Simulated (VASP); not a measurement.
Set up this calculation in VASP 6.6.1, as the native input.

| Property | Result |
| --- | --- |
| Task | relaxation of cell and atoms |
| Functional | revPBE |
| Potentials or basis | VASP PAW PBE potentials, release 64 (Hf_pv) |
| Cutoff | 600 eV |
| k mesh | 11 × 11 × 6 |
| Occupations | fermi-dirac, width 0.1 eV |
| Spin | no spin polarisation |
| Dipole correction | no |
| Further INCAR settings | ALGO = Normal; EDIFF = 1e-06; IBRION = 2; EDIFFG = -0.01; NSW = 80; ISIF = 3 |

The structure of Hf lies in POSCAR:

```
Hf
1.0
    3.1966985242      0.0000000000      0.0000000000
   -1.5983492621      2.7684221302      0.0000000000
    0.0000000000      0.0000000000      5.0578000000
Hf
2
Direct
    0.3333333333      0.6666666667      0.2500000000
    0.6666666667      0.3333333333      0.7500000000
```

The input as run:

INCAR

```
PREC = Accurate
ENCUT = 600
EDIFF = 1E-6
ISMEAR = -1
SIGMA = 0.1
LREAL = F
LASPH = T
NELM = 80
ALGO = Normal
ISIF = 3
LWAVE = F
LCHARG = F
GGA = RE
IBRION = 2
NSW = 80
EDIFFG = -0.01
```

KPOINTS

```
Automatic mesh
0
Gamma
  11 11 6
```

Potentials or basis: VASP PAW PBE potentials, release 64 (Hf_pv).

Launch:

```console
$ cat potpaw_PBE.64/Hf_pv/POTCAR > POTCAR
$ mpirun -np 1 vasp_std > vasp.out
```

It gave:

```json
{
  "Relaxed volume": "22.90 Å³/atom",
  "Relaxed cell": "a = 3.221 Å, b = 3.221 Å, c = 5.097 Å, α = 90.00°, β = 90.00°, γ = 120.00°",
  "Space group after relaxing (to 0.1 Å)": "P6_3/mmc (No. 194)",
  "Energy gained by relaxing": "3.9 meV/atom",
  "Ionic steps": "3",
  "Pressure after relaxing": "0.0 GPa",
  "Band gap on the k mesh": "zero (bands 10 and 11 overlap by 1.49 eV)"
}
```

Caveat: the PAW data sets were made with another functional, which shifts forces and pressure a little; spin-orbit coupling is left out, which moves the levels of the heavy elements.

It took 82 s on 1 thread of AMD EPYC 7R43 64-Core Processor (Zen 3), with other jobs on the host, peak memory 0.17 GiB.
